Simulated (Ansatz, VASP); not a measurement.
# TaN in VASP and in Ansatz

```
Ta N
1.0
     2.93800    0.00000    0.00000
    -1.46900    2.54438    0.00000
     0.00000    0.00000    2.88300
Ta N
1 1
Direct
  0.33333 0.66667 0.50000
  0.00000 0.00000 0.00000
```

Alike in both runs: task single point; functional PBE; k mesh 10 × 10 × 8; occupations gaussian, width 0.05 eV; collinear spin.

|  | VASP | Ansatz |
| --- | --- | --- |
| version | VASP 6.6.1 | Ansatz 0.2.0 |
| potentials or method | VASP PAW PBE potentials, release 64 (Ta_pv, N), cutoff 600 eV | scalar-relativistic, plane waves, PAW |
| valence electrons in the cell | 16 | 18 |

VASP gave:

- gap on the k mesh at the Fermi level (eV): none
- pressure (GPa): 5.3
- traceless stress, the component that is largest in VASP (GPa): 0.95
- net moment per atom (μB): 0.00

**Question.** What did Ansatz give for the same quantities?

**Answer.** gap on the k mesh at the Fermi level (eV): none; pressure (GPa): 4.7; traceless stress, the component that is largest in VASP (GPa): 0.83; net moment per atom (μB): 0.00.

A gap of «none» marks a metal or a gap that the smearing closes. VASP's potentials hold 16 valence electrons a cell and Ansatz's 18, so a difference there can come from the potentials and not from the codes. Ansatz's warnings: seeded moment not kept.

Spin-orbit coupling is off throughout.
